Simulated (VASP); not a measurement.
# ZnS (P3m1) in VASP: single point with r2SCAN

Aim: the single point of ZnS with r2SCAN.

All numbers are computed with VASP 6.6.1; they aren't measurements. Logs are shortened: lines on timing, memory, paths and dates and some standing lists are left out, and cuts for length are marked.

## 1. The cell of the first run

The structure is trigonal, space group P3m1 (No. 156). The conventional cell has a = 3.732 Å, b = 3.732 Å, c = 24.405 Å, α = 90.00°, β = 90.00°, γ = 120.00°. Within 3.0 Å of Zn (site symmetry 3m) lie 4 S at 2.29 Å. Zn (site symmetry 3m) has 4 S at 2.29 Å within 3.0 Å. Zn (site symmetry 3m) has 4 S at 2.29 Å within 3.0 Å. Within 3.0 Å of Zn (site symmetry 3m) lie 4 S at 2.29 Å. Zn (site symmetry 3m) has 4 S at 2.29 Å within 3.0 Å. Within 3.0 Å of Zn (site symmetry 3m) lie 4 S at 2.29 Å. Within 3.0 Å of Zn (site symmetry 3m) lie 4 S at 2.29 Å. Zn (site symmetry 3m) has 4 S at 2.29 Å within 3.0 Å.

## 2. Single point, r2SCAN (18.39 Å³/atom)

POSCAR reads:

```
ZnS
1.0
    3.7317017117      0.0000000000      0.0000000000
   -1.8658508558      3.2317484817      0.0000000000
    0.0000000000      0.0000000000     24.4047157303
Zn S
8 8
Direct
    0.3333333333      0.6666666667      0.1251865175
    0.0000000000      0.0000000000      0.0003008438
    0.6666666667      0.3333333333      0.6248192927
    0.6666666667      0.3333333333      0.8752095079
    0.0000000000      0.0000000000      0.7499039343
    0.3333333333      0.6666666667      0.4999191375
    0.0000000000      0.0000000000      0.3750084810
    0.6666666667      0.3333333333      0.2500971024
    0.6666666667      0.3333333333      0.3437556985
    0.6666666667      0.3333333333      0.7184648793
    0.3333333333      0.6666666667      0.2188448055
    0.0000000000      0.0000000000      0.8437107530
    0.6666666667      0.3333333333      0.9690008191
    0.0000000000      0.0000000000      0.0939368564
    0.3333333333      0.6666666667      0.5935752519
    0.0000000000      0.0000000000      0.4686671191
```

INCAR.step1 reads:

```
  ALGO = Normal
  EDIFF = 1E-4
  ENCUT = 520
  GGA = PE
  ISMEAR = 0
  LASPH = True
  LCHARG = False
  LREAL = Auto
  LWAVE = True
  NBANDS = 86
  NELM = 80
  PREC = Accurate
  SIGMA = 0.02
```

INCAR.step2 reads:

```
  ALGO = Normal
  EDIFF = 1E-6
  ENCUT = 520
  ISIF = 2
  ISMEAR = 0
  ISTART = 1
  LASPH = True
  LCHARG = False
  LMIXTAU = True
  LREAL = Auto
  LWAVE = False
  METAGGA = R2SCAN
  NBANDS = 86
  NELM = 80
  PREC = Accurate
  SIGMA = 0.02
```

KPOINTS reads:

```
k-points
0
Gamma
  9 9 1
```

Potentials or basis: VASP PAW PBE potentials, release 64 (Zn, S).

Command:

```sh
cat potpaw_PBE.64/Zn/POTCAR potpaw_PBE.64/S/POTCAR > POTCAR
cp INCAR.step1 INCAR
mpirun -np 1 vasp_std > vasp.out
cp INCAR.step2 INCAR
mpirun -np 1 vasp_std > vasp.out
```

OUTCAR:

```text
EDIFF = 1E-6
   ENCUT = 520
   ISIF = 2
   ISMEAR = 0
   ISTART = 1
   LASPH = True
   LREAL = Auto
   METAGGA = R2SCAN
   NELM = 80
   PREC = Accurate

 ion  position               nearest neighbor table
   1  0.333  0.667  0.125-  14 2.29  14 2.29  14 2.29  11 2.29
   2  0.000  0.000  0.000-  14 2.29  13 2.29  13 2.29  13 2.29
   3  0.667  0.333  0.625-  10 2.29  15 2.29  15 2.29  15 2.29
   4  0.667  0.333  0.875-  12 2.29  12 2.29  12 2.29  13 2.29
   5  0.000  0.000  0.750-  10 2.29  10 2.29  10 2.29  12 2.29
   6  0.333  0.667  0.500-  16 2.29  16 2.29  16 2.29  15 2.29
[... 8 lines left out ...]
  15  0.333  0.667  0.594-   3 2.29   3 2.29   3 2.29   6 2.29
  16  0.000  0.000  0.469-   6 2.29   6 2.29   6 2.29   7 2.29

  LATTYP: Found a hexagonal cell.
 ALAT       =     3.7317017117
 C/A-ratio  =     6.5398356074

  Lattice vectors:

 A1 = (   3.7317017117,   0.0000000000,   0.0000000000)
 A2 = (  -1.8658508558,   3.2317484817,   0.0000000000)
 A3 = (   0.0000000000,   0.0000000000,  24.4047157303)

Analysis of symmetry for initial positions (statically):
=====================================================================
 Subroutine PRICEL returns:
 Original cell was already a primitive cell.

 Routine SETGRP: Setting up the symmetry group for a
 hexagonal supercell.

 Subroutine GETGRP returns: Found  6 space group operations
 (whereof  6 operations were pure point group operations)
 out of a pool of 24 trial point group operations.

The static configuration has the point symmetry C_3v.

Analysis of symmetry for dynamics (positions and initial velocities):
=====================================================================
 Subroutine PRICEL returns:
 Original cell was already a primitive cell.

 Routine SETGRP: Setting up the symmetry group for a
 hexagonal supercell.

 Subroutine GETGRP returns: Found  6 space group operations
 (whereof  6 operations were pure point group operations)
 out of a pool of 24 trial point group operations.

The dynamic configuration has the point symmetry C_3v.

 Subroutine INISYM returns: Found  6 space group operations
 (whereof  6 operations are pure point group operations),
 and found     1 'primitive' translations

----------------------------------------------------------------------------------------

                                     Primitive cell

  volume of cell :     294.3190

  direct lattice vectors                    reciprocal lattice vectors
     3.731701712  0.000000000  0.000000000     0.267974259  0.154715010  0.000000000
    -1.865850856  3.231748482  0.000000000     0.000000000  0.309430021  0.000000000
     0.000000000  0.000000000 24.404715730     0.000000000  0.000000000  0.040975687

  length of vectors
     3.731701712  3.731701712 24.404715730     0.309430021  0.309430021  0.040975687

  position of ions in fractional coordinates (direct lattice)
     0.333333333  0.666666667  0.125186517
     0.000000000  0.000000000  0.000300844
     0.666666667  0.333333333  0.624819293
     0.666666667  0.333333333  0.875209508
     0.000000000  0.000000000  0.749903934
     0.333333333  0.666666667  0.499919138
[... 8 lines left out ...]
     0.333333333  0.666666667  0.593575252
     0.000000000  0.000000000  0.468667119

  ion indices of the primitive-cell ions
   primitive index   ion index
                 1           1
                 2           2
                 3           3
                 4           4
                 5           5
                 6           6
[... 8 lines left out ...]
                15          15
                16          16

----------------------------------------------------------------------------------------

 KPOINTS: k-points

Automatic generation of k-mesh.
 Grid dimensions read from file:
 generate k-points for:    9    9    1

 Generating k-lattice:

  Cartesian coordinates                     Fractional coordinates (reciprocal lattice)
     0.029774918  0.017190557  0.000000000     0.111111111  0.000000000  0.000000000
     0.000000000  0.034381113  0.000000000     0.000000000  0.111111111  0.000000000
     0.000000000  0.000000000  0.040975687     0.000000000  0.000000000  1.000000000

  Length of vectors
     0.034381113  0.034381113  0.040975687

  Shift w.r.t. Gamma in fractional coordinates (k-lattice)
     0.000000000  0.000000000  0.000000000

 Subroutine IBZKPT returns following result:
 ===========================================

 Found     12 irreducible k-points:

 Following reciprocal coordinates:
            Coordinates               Weight
  0.000000  0.000000  0.000000      1.000000
  0.111111 -0.000000  0.000000      6.000000
  0.222222 -0.000000  0.000000      6.000000
  0.333333  0.000000  0.000000      6.000000
  0.444444 -0.000000  0.000000      6.000000
  0.111111  0.111111  0.000000      6.000000
  0.222222  0.111111  0.000000     12.000000
  0.333333  0.111111  0.000000     12.000000
  0.444444  0.111111  0.000000      6.000000
  0.222222  0.222222  0.000000      6.000000
  0.333333  0.222222  0.000000     12.000000
  0.333333  0.333333  0.000000      2.000000
   k-points           NKPTS =     12   k-points in BZ     NKDIM =     12   number of bands    NBANDS=     86
   number of dos      NEDOS =    301   number of ions     NIONS =     16
   total plane-waves  NPLWV = 150528
   dimension x,y,z NGX =    28 NGY =   28 NGZ =  192
   dimension x,y,z NGXF=    56 NGYF=   56 NGZF=  384
   ions per type =               8   8
   NGX,Y,Z   is equivalent  to a cutoff of  12.47, 12.47, 13.08 a.u.
   NGXF,Y,Z  is equivalent  to a cutoff of  24.95, 24.95, 26.16 a.u.
 SYSTEM =  unknown system
   PREC   = accura    normal or accurate (medium, high low for compatibility)
   ISTART =      1    job   : 0-new  1-cont  2-samecut
   ICHARG =      0    charge: 1-file 2-atom 10-const
   ISPIN  =      1    spin polarized calculation?
   LNONCOLLINEAR =      F non collinear calculations
   LSORBIT =      F    spin-orbit coupling
   LASPH  =      T    aspherical Exc in radial PAW
   ENCUT  =  520.0 eV  38.22 Ry    6.18 a.u.   6.94  6.94 45.38*2*pi/ulx,y,z
   NELM   =     80;   NELMIN=  2; NELMDL=  0     # of ELM steps
   EDIFF  = 0.1E-05   stopping-criterion for ELM
   LREAL  =      T    real-space projection
   EDIFFG = 0.1E-04   stopping-criterion for IOM
   NSW    =      0    number of steps for IOM
   IBRION =     -1    ionic relax: 0-MD 1-quasi-New 2-CG
   NFREE  =      0    steps in history (QN), initial steepest desc. (CG)
   ISIF   =      2    stress and relaxation
   ISYM   =      2    0-nonsym 1-usesym 2-fastsym
   POTIM  = 0.5000    time-step for ionic-motion
   TEBEG  =    0.0;   TEEND  =   0.0 temperature during run
   PSTRESS=    0.0 pullay stress
   NELECT =     144.0000    total number of electrons
   NUPDOWN=      -1.0000    fix difference up-down
   EMIN   =  10.00;   EMAX   =-10.00  energy-range for DOS
   EFERMI =   0.00;   METHOD = LEGACY
   ISMEAR =     0;   SIGMA  =   0.02  broadening in eV -4-tet -1-fermi 0-gaus
   EFERMI_NEDOS =   21; number of points for ismear=-14 and -15
   IALGO  =     38    algorithm
   IMIX   =      4    mixing-type and parameters
     AMIX     =   0.40;   BMIX     =  1.00
     AMIX_MAG =   1.60;   BMIX_MAG =  1.00
  volume/ion in A,a.u.               =      18.39       124.14
  Fermi-wavevector in a.u.,A,eV,Ry     =   1.290000  2.437746 22.641442  1.664099
  Thomas-Fermi vector in A             =   2.421858
   LORBIT       =      0    0 simple, 1 ext, 2 COOP (PROOUT), +10 PAW based schemes
   METAGGA = R2SCAN    functional components
   LHFCALC =     F    Hartree Fock is set to
   AEXX    =    0.0000 exact exchange contribution
   IVDW    =     0    specifies the selected vdW correction
   LEPSILON=     F    determine dielectric tensor
   LRPA    =     F    only Hartree local field effects (RPA)
 non-spin polarized calculation
 Gauss-broadening in eV      SIGMA  =   0.02
  energy-cutoff  :      520.00
  volume of cell :      294.32
 maximum number of plane-waves:      7954
 NGX is ok and might be reduce to    28
   NGX = 13   NGY = 13   NGZ = 91

 number of electron     143.9999998 magnetization

 Free energy of the ion-electron system (eV)
  ---------------------------------------------------
  ext. energy  EPLUGINS =         0.00000000
  ---------------------------------------------------
  free energy    TOTEN  =      -150.61978910 eV

  energy without entropy =     -150.61978910  energy(sigma->0) =     -150.61978910

 E-fermi :   2.6204     XC(G=0): -10.6415

 val. band max:        2.5226928024   @ k =   0.0000   0.0000   0.0000
 cond. band min:       5.5499312329   @ k =   0.0000   0.0000   0.0000
 fundamental gap:      3.0272384305
 Fermi energy:         2.6203863398

 k-point     1 :       0.0000    0.0000    0.0000
  band No.  band energies     occupation
      1     -11.6922      2.00000
      2     -11.5597      2.00000
      3     -11.5544      2.00000
      4     -11.2031      2.00000
      5     -11.2029      2.00000
      6     -10.8000      2.00000
[... 76 lines left out ...]
     83       9.3041      0.00000
     84       9.3117      0.00000

 k-point     2 :       0.1111   -0.0000    0.0000
  band No.  band energies     occupation
      1     -11.5968      2.00000
      2     -11.4683      2.00000
      3     -11.4630      2.00000
      4     -11.1247      2.00000
      5     -11.1225      2.00000
      6     -10.7374      2.00000
[... 859 lines left out ...]
     83       8.9362      0.00000
     84       9.0243      0.00000

 k-point    12 :       0.3333    0.3333    0.0000
  band No.  band energies     occupation
      1     -10.3412      2.00000
      2     -10.3406      2.00000
      3     -10.3387      2.00000
      4     -10.3372      2.00000
      5     -10.3360      2.00000
      6     -10.3359      2.00000
[... 76 lines left out ...]
     83       9.2454      0.00000
     84       9.5496      0.00000
 [bands above 84 left out]

------------------------ aborting loop because EDIFF is reached ----------------------------------------

  FORCE on cell =-STRESS in cart. coord.  units (eV):
  Direction    XX          YY          ZZ          XY          YZ          ZX
  --------------------------------------------------------------------------------------
  -------------------------------------------------------------------------------------
  Total       10.2761987     10.2761987     10.3467014      0.0000000     -0.0000000      0.0000000
  in kB       55.9403071     55.9403071     56.3241012      0.0000000     -0.0000000      0.0000000
  external PRESSURE =      56.0682385 kB  Pullay stress =       0.0000000 kB

 VOLUME and BASIS-vectors are now :
 -----------------------------------------------------------------------------
  energy-cutoff  :      520.00
  volume of cell :      294.32
      direct lattice vectors                 reciprocal lattice vectors
     3.731701712  0.000000000  0.000000000     0.267974259  0.154715010  0.000000000
    -1.865850856  3.231748482  0.000000000     0.000000000  0.309430021  0.000000000
     0.000000000  0.000000000 24.404715730     0.000000000  0.000000000  0.040975687

 POSITION                                       TOTAL-FORCE (eV/Angst)
 -----------------------------------------------------------------------------------
     -0.00000      2.15450      3.05514         0.000000      0.000000      0.006875
      0.00000      0.00000      0.00734        -0.000000      0.000000      0.024347
      1.86585      1.07725     15.24854         0.000000     -0.000000     -0.003674
      1.86585      1.07725     21.35924         0.000000     -0.000000      0.016734
      0.00000      0.00000     18.30119        -0.000000      0.000000      0.017867
     -0.00000      2.15450     12.20038         0.000000     -0.000000      0.007949
[... 8 lines left out ...]
     -0.00000      2.15450     14.48604        -0.000000     -0.000000     -0.010099
      0.00000      0.00000     11.43769        -0.000000     -0.000000     -0.013749
 -----------------------------------------------------------------------------------
    total drift:                               -0.000155      0.000085      0.204437

  FREE ENERGIE OF THE ION-ELECTRON SYSTEM (eV)
  ---------------------------------------------------
  free  energy   TOTEN  =      -150.6197891009 eV

  energy  without entropy=     -150.6197891009  energy(sigma->0) =     -150.61978910
```

Run time: 56 min. Hardware: 1 thread of AMD EPYC 7R43 (Zen 3), shared host; peak memory 0.46 GiB.

Results:

```
Free energy            : -150.6198 eV
Pressure               : 5.6 GPa
Largest force          : 0.024 eV/Å
Band gap on the k mesh : 3.03 eV
```

Forces in eV/Å, atoms in the order of the input:
```
Zn   0.000  0.000  0.007
Zn   0.000  0.000  0.024
Zn   0.000  0.000 -0.004
Zn   0.000  0.000  0.017
Zn   0.000  0.000  0.018
Zn   0.000  0.000  0.008
Zn   0.000  0.000  0.018
Zn   0.000  0.000  0.010
S    0.000  0.000 -0.008
S    0.000  0.000 -0.013
S    0.000  0.000 -0.009
S    0.000  0.000 -0.019
S    0.000  0.000 -0.015
S    0.000  0.000 -0.010
S    0.000  0.000 -0.010
S    0.000  0.000 -0.014
```

Caveat: the cell stands under pressure; the PAW data sets were made with another functional, which shifts forces and pressure a little.
